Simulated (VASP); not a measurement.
Write the native input for VASP 6.6.1 that does the following.

```
Task                    : density of states
Functional              : PBE
Potentials or basis     : VASP PAW PBE potentials, release 64 (Cs_sv, Br)
Cutoff                  : 520 eV
k mesh                  : 6 × 6 × 6
Occupations             : gaussian, width 0.1 eV
Spin                    : no spin polarisation
Dipole correction       : no
k mesh for the DOS      : 9 × 9 × 9
Occupations for the DOS : tetrahedron
Further INCAR settings  : ALGO = Normal; EDIFF = 1e-06; NBANDS = 30
```

Cs4Br:

```
Cs Br
1.0
     7.55815    0.00000    0.00000
     0.00000    7.55815    0.00000
     0.00000    0.00000    7.55815
Cs Br
4 1
Direct
  0.50000 0.00000 0.00000
  0.00000 0.50000 0.00000
  0.00000 0.00000 0.50000
  0.50000 0.50000 0.50000
  0.00000 0.00000 0.00000
```

One way to write it, as run:

POSCAR

```
Cs4Br
1.0
    7.5581467883      0.0000000000      0.0000000000
    0.0000000000      7.5581467883      0.0000000000
    0.0000000000      0.0000000000      7.5581467883
Cs Br
4 1
Direct
    0.5000000000      0.0000000000      0.0000000000
    0.0000000000      0.5000000000      0.0000000000
    0.0000000000      0.0000000000      0.5000000000
    0.5000000000      0.5000000000      0.5000000000
    0.0000000000      0.0000000000      0.0000000000
```

INCAR.step1

```
ALGO = Normal
EDIFF = 1E-6
ENCUT = 520
GGA = PE
ISIF = 2
ISMEAR = 0
LASPH = True
LCHARG = True
LREAL = False
LWAVE = False
NBANDS = 30
NELM = 100
PREC = Accurate
SIGMA = 0.1
```

KPOINTS.step1

```
k-points
0
Gamma
  6 6 6
```

INCAR.step2

```
ALGO = Normal
EDIFF = 1E-6
ENCUT = 520
GGA = PE
ICHARG = 11
ISIF = 2
ISMEAR = -5
LASPH = True
LCHARG = False
LORBIT = 11
LREAL = False
LWAVE = False
NBANDS = 30
NEDOS = 1001
NELM = 100
PREC = Accurate
SIGMA = 0.1
```

KPOINTS.step2

```
k-points
0
Gamma
  9 9 9
```

Potentials or basis: VASP PAW PBE potentials, release 64 (Cs_sv, Br).

Launch:

```console
$ cat potpaw_PBE.64/Cs_sv/POTCAR potpaw_PBE.64/Br/POTCAR > POTCAR
$ cp INCAR.step1 INCAR
$ cp KPOINTS.step1 KPOINTS
$ mpirun -np 1 vasp_std > vasp.out
$ cp INCAR.step2 INCAR
$ cp KPOINTS.step2 KPOINTS
$ mpirun -np 1 vasp_std > vasp.out
```

Results of the run:

| Item | Value |
| --- | --- |
| Valence electrons inside the program's atomic spheres | Cs 6.55, 6.54; Br 4.87 |

Caveat: spin-orbit coupling is left out, which moves the levels of the heavy elements; an odd number of electrons without spin polarisation forces a metal; a magnetic or distorted state may lie lower.

Wall time 4.2 min on 1 thread of AMD EPYC 9R45 96-Core Processor (Zen 5) (shared host), peak memory 0.6 GiB.
